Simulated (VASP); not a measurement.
# Be2Rh (R-3m) in VASP: single point with PBE

Aim: the single point of Be2Rh with PBE.

Program: VASP 6.6.1. These are calculated values, not measurements. Logs are shortened: lines on timing, memory, paths and dates and some standing lists are left out, and cuts for length are marked.

## Step 1: The cell of the first run

It takes space group R-3m (No. 166, trigonal). The conventional cell has a = 2.893 Å, b = 2.893 Å, c = 13.310 Å, α = 90.00°, β = 90.00°, γ = 120.00°. Be (site symmetry 3m) has 9 Be at 2.15 to 2.89 Å and 4 Rh at 2.27 to 2.90 Å within 2.9 Å. Rh (site symmetry -3m) has 8 Be at 2.27 to 2.90 Å and 6 Rh at 2.89 Å within 3.0 Å.

## Step 2: Single point, PBE

INCAR reads:

```
PREC = Accurate ; ENCUT = 520
EDIFF = 1E-6 ; ISMEAR = 0
SIGMA = 0.1 ; LREAL = False
LASPH = True ; NELM = 100
ALGO = Fast ; ISIF = 2
LWAVE = False ; LCHARG = True
GGA = PE ; LELF = True
LVHAR = True ; NBANDS = 16
```

KPOINTS reads:

```
Automatic mesh
0
Gamma
  18 18 18
```

POSCAR reads:

```
Be2Rh
1.0
    1.4464962967      0.8351350263      4.4367310090
   -1.4464962967      0.8351350263      4.4367310090
    0.0000000000     -1.6702700525      4.4367310090
Be Rh
2 1
Direct
    0.7824274531      0.7824274531      0.7824274531
    0.2175725469      0.2175725469      0.2175725469
    0.0000000000      0.0000000000      0.0000000000
```

Potentials or basis: VASP PAW PBE potentials, release 64 (Be, Rh_pv).

Started as:

```bash
> cat potpaw_PBE.64/Be/POTCAR potpaw_PBE.64/Rh_pv/POTCAR > POTCAR
> mpirun -np 1 vasp_std > vasp.out
```

OUTCAR:

```text
PREC = Accurate
   ENCUT = 520
   EDIFF = 1E-6
   ISMEAR = 0
   LREAL = False
   LASPH = True
   NELM = 100
   ISIF = 2
   GGA = PE

 ion  position               nearest neighbor table
   1  0.782  0.782  0.782-   2 2.15   2 2.15   2 2.15   3 2.27   3 2.27   3 2.27
   2  0.218  0.218  0.218-   1 2.15   1 2.15   1 2.15   3 2.27   3 2.27   3 2.27
   3  0.000  0.000  0.000-   1 2.27   2 2.27   1 2.27   1 2.27   2 2.27   2 2.27

  LATTYP: Found a trigonal (rhomboedric) cell.
 ALAT       =     4.7407155678
 COS(alpha) =     0.8138012123

  Lattice vectors:

 A1 = (   1.4464962967,   0.8351350263,   4.4367310090)
 A2 = (  -1.4464962967,   0.8351350263,   4.4367310090)
 A3 = (   0.0000000000,  -1.6702700525,   4.4367310090)

Analysis of symmetry for initial positions (statically):
=====================================================================
 Subroutine PRICEL returns:
 Original cell was already a primitive cell.

 Routine SETGRP: Setting up the symmetry group for a
 trigonal (rhombohedral) supercell.

 Subroutine GETGRP returns: Found 12 space group operations
 (whereof 12 operations were pure point group operations)
 out of a pool of 12 trial point group operations.

The static configuration has the point symmetry D_3d.

Analysis of symmetry for dynamics (positions and initial velocities):
=====================================================================
 Subroutine PRICEL returns:
 Original cell was already a primitive cell.

 Routine SETGRP: Setting up the symmetry group for a
 trigonal (rhombohedral) supercell.

 Subroutine GETGRP returns: Found 12 space group operations
 (whereof 12 operations were pure point group operations)
 out of a pool of 12 trial point group operations.

The dynamic configuration has the point symmetry D_3d.

 Subroutine INISYM returns: Found 12 space group operations
 (whereof 12 operations are pure point group operations),
 and found     1 'primitive' translations

----------------------------------------------------------------------------------------

                                     Primitive cell

  volume of cell :      32.1580

  direct lattice vectors                    reciprocal lattice vectors
     1.446496297  0.835135026  4.436731009     0.345662828  0.199568527  0.075130391
    -1.446496297  0.835135026  4.436731009    -0.345662828  0.199568527  0.075130391
     0.000000000 -1.670270053  4.436731009     0.000000000 -0.399137053  0.075130391

  length of vectors
     4.740715568  4.740715568  4.740715568     0.406146479  0.406146479  0.406146479

  position of ions in fractional coordinates (direct lattice)
     0.782427453  0.782427453  0.782427453
     0.217572547  0.217572547  0.217572547
     0.000000000  0.000000000  0.000000000

  ion indices of the primitive-cell ions
   primitive index   ion index
                 1           1
                 2           2
                 3           3

----------------------------------------------------------------------------------------

 KPOINTS: Automatic mesh

Automatic generation of k-mesh.
 Grid dimensions read from file:
 generate k-points for:   18   18   18

 Generating k-lattice:

  Cartesian coordinates                     Fractional coordinates (reciprocal lattice)
     0.019203490  0.011087140  0.004173911     0.055555556 -0.000000000  0.000000000
    -0.019203490  0.011087140  0.004173911    -0.000000000  0.055555556  0.000000000
     0.000000000 -0.022174281  0.004173911     0.000000000  0.000000000  0.055555556

  Length of vectors
     0.022563693  0.022563693  0.022563693

  Shift w.r.t. Gamma in fractional coordinates (k-lattice)
     0.000000000  0.000000000  0.000000000

 Subroutine IBZKPT returns following result:
 ===========================================

 Found    580 irreducible k-points:

 Following reciprocal coordinates:
            Coordinates               Weight
  0.000000  0.000000  0.000000      1.000000
  0.055556 -0.000000  0.000000      6.000000
  0.111111 -0.000000  0.000000      6.000000
  0.166667  0.000000 -0.000000      6.000000
  0.222222  0.000000  0.000000      6.000000
  0.277778 -0.000000  0.000000      6.000000
[... 16 lines left out ...]
 -0.277778  0.055556 -0.000000     12.000000
 -0.222222  0.055556  0.000000     12.000000
 [... further k-points ...]
   k-points           NKPTS =    580   k-points in BZ     NKDIM =    580   number of bands    NBANDS=     16
   number of dos      NEDOS =    301   number of ions     NIONS =      3
   total plane-waves  NPLWV =  46656
   dimension x,y,z NGX =    36 NGY =   36 NGZ =   36
   dimension x,y,z NGXF=    72 NGYF=   72 NGZF=   72
   ions per type =               2   1
   NGX,Y,Z   is equivalent  to a cutoff of  12.62, 12.62, 12.62 a.u.
   NGXF,Y,Z  is equivalent  to a cutoff of  25.25, 25.25, 25.25 a.u.
 SYSTEM =  unknown system
   PREC   = accura    normal or accurate (medium, high low for compatibility)
   ISTART =      0    job   : 0-new  1-cont  2-samecut
   ICHARG =      2    charge: 1-file 2-atom 10-const
   ISPIN  =      1    spin polarized calculation?
   LNONCOLLINEAR =      F non collinear calculations
   LSORBIT =      F    spin-orbit coupling
   LASPH  =      T    aspherical Exc in radial PAW
   ENCUT  =  520.0 eV  38.22 Ry    6.18 a.u.   8.81  8.81  8.81*2*pi/ulx,y,z
   NELM   =    100;   NELMIN=  2; NELMDL= -5     # of ELM steps
   EDIFF  = 0.1E-05   stopping-criterion for ELM
   LREAL  =      F    real-space projection
   EDIFFG = 0.1E-04   stopping-criterion for IOM
   NSW    =      0    number of steps for IOM
   IBRION =     -1    ionic relax: 0-MD 1-quasi-New 2-CG
   NFREE  =      0    steps in history (QN), initial steepest desc. (CG)
   ISIF   =      2    stress and relaxation
   ISYM   =      2    0-nonsym 1-usesym 2-fastsym
   POTIM  = 0.5000    time-step for ionic-motion
   TEBEG  =    0.0;   TEEND  =   0.0 temperature during run
   PSTRESS=    0.0 pullay stress
   NELECT =      19.0000    total number of electrons
   NUPDOWN=      -1.0000    fix difference up-down
   EMIN   =  10.00;   EMAX   =-10.00  energy-range for DOS
   EFERMI =   0.00;   METHOD = LEGACY
   ISMEAR =     0;   SIGMA  =   0.10  broadening in eV -4-tet -1-fermi 0-gaus
   EFERMI_NEDOS =   21; number of points for ismear=-14 and -15
   IALGO  =     68    algorithm
   IMIX   =      4    mixing-type and parameters
     AMIX     =   0.40;   BMIX     =  1.00
     AMIX_MAG =   1.60;   BMIX_MAG =  1.00
  volume/ion in A,a.u.               =      10.72        72.34
  Fermi-wavevector in a.u.,A,eV,Ry     =   1.373715  2.595945 25.675450  1.887092
  Thomas-Fermi vector in A             =   2.499207
   LORBIT       =      0    0 simple, 1 ext, 2 COOP (PROOUT), +10 PAW based schemes
   GGA     = PE    functional components
   LHFCALC =     F    Hartree Fock is set to
   AEXX    =    0.0000 exact exchange contribution
   IVDW    =     0    specifies the selected vdW correction
   LEPSILON=     F    determine dielectric tensor
   LRPA    =     F    only Hartree local field effects (RPA)
 non-spin polarized calculation
 RMM-DIIS sequential band-by-band and
 Gauss-broadening in eV      SIGMA  =   0.10
  energy-cutoff  :      520.00
  volume of cell :       32.16
 maximum number of plane-waves:       892
   NGX = 17   NGY = 17   NGZ = 17

 number of electron      19.0000000 magnetization

 Free energy of the ion-electron system (eV)
  ---------------------------------------------------
  ext. energy  EPLUGINS =         0.00000000
  ---------------------------------------------------
  free energy    TOTEN  =       -15.15813082 eV

  energy without entropy =      -15.15352525  energy(sigma->0) =      -15.15582804

 E-fermi :   7.7993     XC(G=0): -11.7233

 val. band max:        7.7896331153   @ k =  -0.2222   0.2222   0.1111
 cond. band min:       7.8040905733   @ k =  -0.2778   0.1667   0.1111
 fundamental gap:      0.0144574580
 Fermi energy:         7.7993063562

 k-point     1 :       0.0000    0.0000    0.0000
  band No.  band energies     occupation
      1     -38.6830      2.00000
      2     -38.4556      2.00000
      3     -38.4556      2.00000
      4      -1.0903      2.00000
      5       2.5379      2.00000
      6       5.0891      2.00000
[... 8 lines left out ...]
     15      18.3351      0.00000
     16      20.7441      0.00000

 k-point     2 :       0.0556   -0.0000    0.0000
  band No.  band energies     occupation
      1     -38.6819      2.00000
      2     -38.4639      2.00000
      3     -38.4576      2.00000
      4      -1.0214      2.00000
      5       2.6054      2.00000
      6       5.0003      2.00000
[... 8 lines left out ...]
     15      18.5613      0.00000
     16      20.8570      0.00000

 k-point     3 :       0.1111   -0.0000    0.0000
  band No.  band energies     occupation
      1     -38.6786      2.00000
      2     -38.4878      2.00000
      3     -38.4635      2.00000
      4      -0.8176      2.00000
      5       2.8007      2.00000
      6       4.7431      2.00000
[... 8 lines left out ...]
     15      18.8542      0.00000
     16      21.0980      0.00000

 k-point     4 :       0.1667    0.0000   -0.0000
  band No.  band energies     occupation
      1     -38.6737      2.00000
      2     -38.5243      2.00000
      3     -38.4724      2.00000
      4      -0.4872      2.00000
      5       3.0920      2.00000
      6       4.3881      2.00000
[... 8 lines left out ...]
     15      18.8706      0.00000
     16      20.7287      0.00000
[... 324 lines left out ...]
 k-point    22 :      -0.3333    0.0556    0.0000
  band No.  band energies     occupation
      1     -38.6780      2.00000
      2     -38.6520      2.00000
      3     -38.5150      2.00000
      4       1.4215      2.00000
      5       3.1507      2.00000
      6       3.7977      2.00000
[... 8 lines left out ...]
     15      17.0538      0.00000
     16      19.0238      0.00000

 k-point    23 :      -0.2778    0.0556   -0.0000
  band No.  band energies     occupation
      1     -38.6576      2.00000
      2     -38.6389      2.00000
      3     -38.5044      2.00000
      4       0.8023      2.00000
      5       3.3293      2.00000
      6       3.9072      2.00000
[... 8 lines left out ...]
     15      17.6016      0.00000
     16      19.3905      0.00000

 k-point    24 :      -0.2222    0.0556    0.0000
  band No.  band energies     occupation
      1     -38.6638      2.00000
      2     -38.5942      2.00000
      3     -38.4924      2.00000
      4       0.2315      2.00000
      5       3.4823      2.00000
      6       3.9625      2.00000
[... 8 lines left out ...]
     15      18.1364      0.00000
     16      19.8894      0.00000

 [... further k-points ...]

------------------------ aborting loop because EDIFF is reached ----------------------------------------

  FORCE on cell =-STRESS in cart. coord.  units (eV):
  Direction    XX          YY          ZZ          XY          YZ          ZX
  --------------------------------------------------------------------------------------
  -------------------------------------------------------------------------------------
  Total        0.0176917      0.0176917      0.0227539      0.0000000      0.0000000      0.0000000
  in kB        0.8814392      0.8814392      1.1336497      0.0000000      0.0000000      0.0000000
  external PRESSURE =       0.9655093 kB  Pullay stress =       0.0000000 kB

 VOLUME and BASIS-vectors are now :
 -----------------------------------------------------------------------------
  energy-cutoff  :      520.00
  volume of cell :       32.16
      direct lattice vectors                 reciprocal lattice vectors
     1.446496297  0.835135026  4.436731009     0.345662828  0.199568527  0.075130391
    -1.446496297  0.835135026  4.436731009    -0.345662828  0.199568527  0.075130391
     0.000000000 -1.670270053  4.436731009     0.000000000 -0.399137053  0.075130391

 POSITION                                       TOTAL-FORCE (eV/Angst)
 -----------------------------------------------------------------------------------
      0.00000      0.00000     10.41426         0.000000      0.000000      0.006305
      0.00000      0.00000      2.89593         0.000000     -0.000000     -0.006305
      0.00000      0.00000      0.00000         0.000000     -0.000000      0.000000
 -----------------------------------------------------------------------------------
    total drift:                               -0.000000     -0.000000      0.000000

  FREE ENERGIE OF THE ION-ELECTRON SYSTEM (eV)
  ---------------------------------------------------
  free  energy   TOTEN  =       -15.1581308233 eV

  energy  without entropy=      -15.1535252521  energy(sigma->0) =      -15.15582804
```

It took 13 min on 1 thread of Intel Xeon 8259CL, shared host; peak memory 0.45 GiB.

Results:

* Free energy: -15.1581 eV
* Pressure: 0.1 GPa
* Largest force: 0.006 eV/Å
* Band gap on the k mesh: zero (an odd number of electrons rules out a gap without spin polarisation)

Forces in eV/Å, atoms in the order of the input:
```
Be   0.000  0.000  0.006
Be   0.000  0.000 -0.006
Rh   0.000  0.000  0.000
```
